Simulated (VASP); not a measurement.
A run of VASP 6.6.1 is set up as follows.

Contents of POSCAR:

```
Ru
1.0
    2.7058000000      0.0000000000      0.0000000000
   -1.3529000000      2.3432915376      0.0000000000
    0.0000000000      0.0000000000      4.2819000000
Ru
2
Direct
    0.3333333333      0.6666666667      0.2500000000
    0.6666666667      0.3333333333      0.7500000000
```

File INCAR.step1:

```
ALGO = Normal
EDIFF = 1E-4
ENCUT = 520
GGA = PE
ISMEAR = 0
LASPH = T
LCHARG = F
LREAL = F
LWAVE = T
NBANDS = 21
NELM = 60
PREC = Accurate
SIGMA = 0.1
```

The input INCAR.step2:

```
ALGO = Normal
EDIFF = 1E-7
ENCUT = 520
ISIF = 2
ISMEAR = 0
ISTART = 1
LASPH = T
LCHARG = T
LELF = T
LMIXTAU = T
LREAL = F
LVHAR = T
LWAVE = F
METAGGA = R2SCAN
NBANDS = 21
NELM = 60
PREC = Accurate
SIGMA = 0.1
```

File KPOINTS:

```
k-points
0
Gamma
  9 9 4
```

Potentials or basis: VASP PAW PBE potentials, release 64 (Ru_pv).

Command:

```bash
$ cat potpaw_PBE.64/Ru_pv/POTCAR > POTCAR
$ cp INCAR.step1 INCAR
$ mpirun -np 1 vasp_std > vasp.out
$ cp INCAR.step2 INCAR
$ mpirun -np 1 vasp_std > vasp.out
```

(1) Estimate the band gap on the k mesh.

(2) What does it give for the pressure?

## Answers

(1) zero (band 14 reaches 14.25 eV, above the bottom of band 15 at 11.09 eV).

(2) -0.4 GPa.

Caveat: the k points lie up to 0.37 Å⁻¹ apart; the PAW data sets were made with another functional, which shifts forces and pressure a little.
